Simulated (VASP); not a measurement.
# Al2O3 (R-3c) in VASP: notebook, part 2 of 2

VASP 6.6.1. The steps go on from the part before.

### 4 Relaxation of cell and atoms, PBE

This run uses another cell than the first one, of 8.48 Å³/atom.

File INCAR:

```
SYSTEM = Al2O3
PREC = Accurate ; ENCUT = 600
EDIFF = 1E-7 ; ISMEAR = 0
SIGMA = 0.1 ; LREAL = .FALSE.
LASPH = .TRUE. ; NELM = 60
ALGO = Normal ; ISIF = 3
LWAVE = .FALSE. ; LCHARG = .FALSE.
GGA = PE ; IBRION = 2
NSW = 90 ; EDIFFG = -0.04
```

File KPOINTS:

```
Automatic mesh
0
G
  6 6 6
  0 0 0
```

File POSCAR:

```
Al2O3
1.0
    2.3785016400      1.3732285600      4.3292298300
   -2.3785016400      1.3732285600      4.3292298300
    0.0000000000     -2.7464571200      4.3292298300
Al O
4 6
Direct
    0.8521800000      0.8521800000      0.8521800000
    0.6478200000      0.6478200000      0.6478200000
    0.1478200000      0.1478200000      0.1478200000
    0.3521800000      0.3521800000      0.3521800000
    0.0562500000      0.4437500000      0.7500000000
    0.7500000000      0.0562500000      0.4437500000
    0.4437500000      0.7500000000      0.0562500000
    0.9437500000      0.5562500000      0.2500000000
    0.2500000000      0.9437500000      0.5562500000
    0.5562500000      0.2500000000      0.9437500000
```

Potentials or basis: VASP PAW PBE potentials, release 64 (Al, O).

The run is started by

```
cat potpaw_PBE.64/Al/POTCAR potpaw_PBE.64/O/POTCAR > POTCAR
mpirun -np 1 vasp_std > vasp.out
```

OUTCAR:

```text
SYSTEM = Al2O3
   PREC = Accurate
   ENCUT = 600
   EDIFF = 1E-7
   ISMEAR = 0
   LREAL = .FALSE.
   LASPH = .TRUE.
   NELM = 60
   ISIF = 3
   GGA = PE
   IBRION = 2
   NSW = 90
   EDIFFG = -0.04

 ion  position               nearest neighbor table
   1  0.852  0.852  0.852-   9 1.85   8 1.85  10 1.85   7 1.97   6 1.97   5 1.97   2 2.65   3 2.79
                             3 2.79   3 2.79   2 3.22   2 3.22   2 3.22
   2  0.648  0.648  0.648-  10 1.85   8 1.85   9 1.85   7 1.97   6 1.97   5 1.97   1 2.65   4 2.79
                             4 2.79   4 2.79   1 3.22   1 3.22   1 3.22
   3  0.148  0.148  0.148-   6 1.85   5 1.85   7 1.85   9 1.97  10 1.97   8 1.97   4 2.65   1 2.79
                             1 2.79   1 2.79   4 3.22   4 3.22   4 3.22
   4  0.352  0.352  0.352-   7 1.85   5 1.85   6 1.85   9 1.97  10 1.97   8 1.97   3 2.65   2 2.79
                             2 2.79   2 2.79   3 3.22   3 3.22   3 3.22
   5  0.056  0.444  0.750-   3 1.85   4 1.85   1 1.97   2 1.97
   6  0.750  0.056  0.444-   3 1.85   4 1.85   1 1.97   2 1.97
   7  0.444  0.750  0.056-   4 1.85   3 1.85   1 1.97   2 1.97
   8  0.944  0.556  0.250-   1 1.85   2 1.85   3 1.97   4 1.97
   9  0.250  0.944  0.556-   1 1.85   2 1.85   3 1.97   4 1.97
  10  0.556  0.250  0.944-   2 1.85   1 1.85   3 1.97   4 1.97

  LATTYP: Found a trigonal (rhomboedric) cell.
 ALAT       =     5.1269150227
 COS(alpha) =     0.5695480626

  Lattice vectors:

[... 206 lines left out ...]
  Total        4.0750460      4.0750460      3.6443310      0.0000000     -0.0000000      0.0000000
  in kB       76.9546597     76.9546595     68.8208808      0.0000000     -0.0000000      0.0000000
  external PRESSURE =      74.2434000 kB  Pullay stress =       0.0000000 kB
[... 75 lines left out ...]
--------------------------------------- Ionic step        3  -------------------------------------------

 number of electron      48.0000000 magnetization

 Free energy of the ion-electron system (eV)
  ---------------------------------------------------
  ext. energy  EPLUGINS =         0.00000000
  ---------------------------------------------------
  free energy    TOTEN  =       -74.82341877 eV

  energy without entropy =      -74.82341877  energy(sigma->0) =      -74.82341877

 E-fermi :   6.2456     XC(G=0): -11.5473

 val. band max:        5.8260800504   @ k =   0.0000   0.0000   0.0000
 cond. band min:      11.6899700192   @ k =   0.0000   0.0000   0.0000
 fundamental gap:      5.8638899688
 Fermi energy:         6.2456387715

 k-point     1 :       0.0000    0.0000    0.0000
  band No.  band energies     occupation
      1     -13.2072      2.00000
      2     -10.9767      2.00000
      3     -10.7176      2.00000
      4     -10.7176      2.00000
      5     -10.4113      2.00000
      6     -10.4113      2.00000
[... 781 lines left out ...]
     29      16.0106      0.00000
     30      16.7721      0.00000

 [... further k-points ...]

------------------------ aborting loop because EDIFF is reached ----------------------------------------

  FORCE on cell =-STRESS in cart. coord.  units (eV):
  Direction    XX          YY          ZZ          XY          YZ          ZX
  --------------------------------------------------------------------------------------
  -------------------------------------------------------------------------------------
  Total       -0.0511445     -0.0511445      0.0894415      0.0000000      0.0000000      0.0000000
  in kB       -0.9371688     -0.9371688      1.6389216      0.0000000      0.0000000      0.0000000
  external PRESSURE =      -0.0784720 kB  Pullay stress =       0.0000000 kB
[... 25 lines left out ...]
  FREE ENERGIE OF THE ION-ELECTRON SYSTEM (eV)
  ---------------------------------------------------
  free  energy   TOTEN  =       -74.8234187687 eV

  energy  without entropy=      -74.8234187686  energy(sigma->0) =      -74.82341877

 reached required accuracy - stopping structural energy minimisation
```

Run time: 2.2 min. Hardware: 1 thread of Intel Xeon 6975P-C (Granite Rapids), shared host; peak memory 0.29 GiB.

Results:

| Quantity | Value |
| --- | --- |
| Free energy | -74.8234 eV |
| Relaxed volume | 8.74 Å³/atom |
| Relaxed cell | a = 5.177 Å, b = 5.177 Å, c = 5.177 Å, α = 55.33°, β = 55.33°, γ = 55.33° |
| Space group after relaxing (to 0.1 Å) | R-3c (No. 167) |
| Energy gained by relaxing | 5.9 meV/atom |
| Ionic steps | 3 |
| Pressure after relaxing | 0.0 GPa |
| Largest force after relaxing | 0.022 eV/Å |
| Band gap on the k mesh | 5.86 eV |

Forces on the atoms (eV/Å):
```
Al   0.000  0.000  0.008
Al   0.000  0.000 -0.008
Al   0.000  0.000 -0.008
Al   0.000  0.000  0.008
O   -0.022  0.000  0.000
O    0.011 -0.019  0.000
O    0.011  0.019  0.000
O    0.022  0.000  0.000
O   -0.011  0.019  0.000
O   -0.011 -0.019  0.000
```

Stress tensor (GPa, compression positive):
```
-0.09  0.00  0.00
 0.00 -0.09  0.00
 0.00  0.00  0.16
```

Step by step:
| step | energy change (eV) | largest force (eV/Å) | pressure (GPa) | volume (Å³) |
| --- | --- | --- | --- | --- |
| 1 | 0.0000 | 0.0255 | 7.42 | 84.84 |
| 2 | -0.0153 | 0.0580 | -5.76 | 89.76 |
| 3 | -0.0586 | 0.0217 | -0.01 | 87.44 |

Final structure:
```
CELL_PARAMETERS angstrom
2.40338 1.38759 4.36973
-2.40338 1.38759 4.36973
0.00000 -2.77519 4.36973
ATOMIC_POSITIONS crystal
Al 0.85213 0.85213 0.85213
Al 0.64787 0.64787 0.64787
Al 0.14787 0.14787 0.14787
Al 0.35213 0.35213 0.35213
O 0.05637 0.44363 0.75000
O 0.75000 0.05637 0.44363
O 0.44363 0.75000 0.05637
O 0.94363 0.55637 0.25000
O 0.25000 0.94363 0.55637
O 0.55637 0.25000 0.94363
```

Levels at points of the mesh, in eV from the valence-band top:
| k point | band 22 | band 23 | band 24 | band 25 | band 26 | band 27 |
| --- | --- | --- | --- | --- | --- | --- |
| (0.00, 0.00, 0.00) | -0.04 | -0.04 | 0.00 | 5.86 | 8.91 | 10.38 |
| (0.50, 0.00, 0.00) | -0.87 | -0.25 | -0.25 | 9.15 | 9.15 | 9.36 |
| (0.50, 0.50, 0.00) | -0.88 | -0.70 | -0.24 | 9.37 | 9.49 | 9.63 |
| (0.50, 0.50, 0.50) | -0.36 | -0.36 | -0.36 | 8.36 | 8.36 | 10.85 |

### 5 How close it comes

Step 3. Against the measured gap of Al2O3, 8.7 eV (optical; quoted in “Multi-petahertz electron interference in Cr:Al2O3 solid-state material”, 2018, pmc:5906618), the calculated 5.85 eV is off by -2.85 eV. The value is that of PBE, without temperature or zero-point motion. Semilocal functionals fall short of measured gaps as a rule.
